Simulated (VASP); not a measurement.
SnSe2, 3 atoms in the cell. The structure is trigonal, space group P-3m1 (No. 164). The conventional cell has a = 3.868 Å, b = 3.868 Å, c = 6.229 Å, α = 90.00°, β = 90.00°, γ = 120.00°. Within 3.6 Å of Sn (site symmetry -3m) lie 6 Se at 2.72 Å. Within 3.6 Å of Se (site symmetry 3m) lie 3 Sn at 2.72 Å.  This cell differs from its parent crystal: strain +0.015 along x and y, +0.015 along z.

| Item | Value |
| --- | --- |
| Program | VASP 6.6.1 |
| Task | single point |
| Functional | PBE |
| Potentials or basis | VASP PAW PBE potentials, release 64 (Sn_d, Se) |
| Cutoff | 520 eV |
| k mesh | 12 × 12 × 6 |
| Occupations | gaussian, width 0.05 eV |
| Spin | no spin polarisation |
| Dipole correction | no |
| Further INCAR settings | ALGO = Normal; EDIFF = 1e-06; NBANDS = 20 |

Potentials or basis: VASP PAW PBE potentials, release 64 (Sn_d, Se).

Launch:

```sh
$ cat potpaw_PBE.64/Sn_d/POTCAR potpaw_PBE.64/Se/POTCAR > POTCAR
$ mpirun -np 1 vasp_std > vasp.out
```

Hardware: 1 thread of Intel(R) Xeon(R) Platinum 8488C (Sapphire Rapids), with other jobs on the host.

Q: Estimate the wall time of this run.

A: Run time: 97 s on 1 thread of Intel(R) Xeon(R) Platinum 8488C (Sapphire Rapids), on a shared host, peak memory 0.3 GiB. Counts: scf iterations 12, k points 100.
